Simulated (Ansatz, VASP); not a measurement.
# Sn4SeS3 in VASP and in Ansatz

```
CELL_PARAMETERS angstrom
-0.00122 -0.00007 4.14679
5.02386 -6.83188 -0.00290
3.38982 5.64869 0.00244
ATOMIC_POSITIONS crystal
Sn 0.00018 0.22212 0.73129
Sn 0.99995 0.72108 0.23091
Sn 0.49915 0.31877 0.30251
Sn 0.49914 0.80084 0.78873
Se 0.00013 0.04923 0.00686
S 0.00030 0.55288 0.49072
S 0.50051 0.91633 0.47489
S 0.50066 0.41876 0.97409
```

Change from the starting cell: cell x1, atoms moved at random (sigma 0.15 Å) and cell strained at random (1.5 %), then relaxed without symmetry.

Alike in both runs: functional PBE; k mesh 4 × 2 × 2; occupations gaussian, width 0.1 eV; no spin polarisation.

Ansatz relaxed the structure, and its values are those at the end. VASP's run is a single point on that final structure, the one shown.

|  | VASP | Ansatz |
| --- | --- | --- |
| version | VASP 6.6.1 | Ansatz 0.2.0 |
| potentials or method | VASP PAW PBE potentials, release 64 (Sn_d, Se, S), cutoff 520 eV | scalar-relativistic, plane waves, PAW |
| valence electrons in the cell | 80 | 90 |

|  | VASP | Ansatz | Ansatz less VASP |
| --- | --- | --- | --- |
| gap on the k mesh at the Fermi level (eV) | 0.63 | 0.64 | +0.010 |
| least direct gap on the mesh (eV) | 0.63 | 0.64 | +0.010 |
| pressure (GPa) | 0.0 | 0.0 | +0.02 |
| rms of the force components (eV/Å) | 0.010 | 0.009 | -0.0011 |

The functional is the same, so the differences come from potentials, cutoffs and numerics. VASP's potentials hold 80 valence electrons a cell and Ansatz's 90, so a difference there can come from the potentials and not from the codes.

The k mesh is coarse, so the values compare programs but aren't converged.
